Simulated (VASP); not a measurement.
Crystal: Ta.

```
Ta
1.0
    -1.65128    1.65128    1.65128
     1.65128   -1.65128    1.65128
     1.65128    1.65128   -1.65128
Ta
1
Direct
  0.00000 0.00000 0.00000
```

* Program: VASP 6.6.1
* Task: relaxation of cell and atoms
* Functional: LDA
* Potentials or basis: VASP PAW LDA potentials, release 64 (Ta_sv_GW)
* Cutoff: 500 eV
* k mesh: 11 × 11 × 11
* Occupations: fermi-dirac, width 0.05 eV
* Spin: no spin polarisation

At the start: pressure -9.9 GPa; volume 18.01 Å³/atom.

Where does the relaxation end?

Over 4 steps the energy falls by 26.5 meV/atom and the volume is 17.19 Å³/atom (-4.5 %); space group Im-3m (No. 229, to 0.05 Å).

Step by step:
```tsv
step	energy change (eV)	largest force (eV/Å)	pressure (GPa)	volume (Å³)
1	0.0000	0.0000	-9.91	18.01
2	0.1646	0.0000	34.88	15.26
3	-0.0264	0.0000	-0.52	17.23
4	-0.0265	0.0000	-0.06	17.19
```

Final structure:
```yaml
crystal:
  lattice:
    - [-1.62593, 1.62593, 1.62593]
    - [1.62593, -1.62593, 1.62593]
    - [1.62593, 1.62593, -1.62593]
  atoms:
    - { symbol: Ta, position: [0.00000, 0.00000, 0.00000] }
```
